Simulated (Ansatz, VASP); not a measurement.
MgO2: VASP beside Ansatz

File INCAR:

```
SYSTEM = MgO2
PREC     = Accurate       ! precision mode
ENCUT    = 840            ! plane-wave cutoff, eV
EDIFF    = 1E-6           ! SCF threshold, eV
ISMEAR   = 0              ! smearing method
SIGMA    = 0.05           ! smearing width, eV
LREAL    = .False.        ! projectors in reciprocal space
LASPH    = .True.         ! aspherical terms in the spheres
NELM     = 120            ! most SCF steps
ALGO     = Normal         ! electronic algorithm
ISIF     = 2              ! what is computed and relaxed
LWAVE    = .False.        ! write WAVECAR
LCHARG   = .False.        ! write CHGCAR
GGA      = PS             ! functional
NBANDS   = 18             ! bands
GGA_COMPAT= .False.
```

File KPOINTS:

```
Automatic mesh
0
Gamma
  12 12 12
  0 0 0
```

POSCAR

```
MgO2
1.0
    1.6047610160      0.9265092046      3.4939788749
   -1.6047610160      0.9265092046      3.4939788749
    0.0000000000     -1.8530184092      3.4939788749
Mg O
1 2
Direct
    0.0000000000      0.0000000000      0.0000000000
    0.4335561109      0.4335561109      0.4335561109
    0.5664438891      0.5664438891      0.5664438891
```

Input for Ansatz:

```yaml
crystal:
  lattice:
    - [1.604761016, 0.9265092046, 3.4939788749]
    - [-1.604761016, 0.9265092046, 3.4939788749]
    - [0.0, -1.8530184092, 3.4939788749]
  atoms:
    - { symbol: Mg, position: [0.0, 0.0, 0.0] }
    - { symbol: O, position: [0.4335561109, 0.4335561109, 0.4335561109] }
    - { symbol: O, position: [0.5664438891, 0.5664438891, 0.5664438891] }
basis:
  ecutwfc: 420
kpoints:
  mp_grid: { grid: [12, 12, 12] }
hamiltonian:
  xc: pbesol
scf:
  occupations: { method: gaussian, width: 0.05 }
output:
  forces: true
  stress: true
  eigenvalues: true
  write_density: true
  write_potential: true
  elf: true
  volumetric_format: npy
```

Change from the starting cell: mode 9 (885.4 1/cm) frozen in, largest displacement +0.050 Å.

Alike in both runs: task single point; functional PBEsol; k mesh 12 × 12 × 12; occupations gaussian, width 0.05 eV; no spin polarisation.

|  | VASP | Ansatz |
| --- | --- | --- |
| version | VASP 6.6.1 | Ansatz 0.2.0 |
| potentials or method | VASP PAW PBE potentials, release 64 (Mg_sv, O), cutoff 840 eV | scalar-relativistic, plane waves, PAW |
| valence electrons in the cell | 22 | 22 |

```tsv
	VASP	Ansatz	Ansatz less VASP
gap on the k mesh at the Fermi level (eV)	2.89	2.92	+0.025
least direct gap on the mesh (eV)	2.89	2.92	+0.025
pressure (GPa)	-0.3	-0.8	-0.52
traceless stress, the component that is largest in VASP (GPa)	12.91	11.71	-1.206
rms of the force components (eV/Å)	1.407	1.303	-0.1040
```

VASP's potentials were made for PBE, not for PBEsol. Atom by atom the forces differ by 0.104 eV/Å (rms over components).
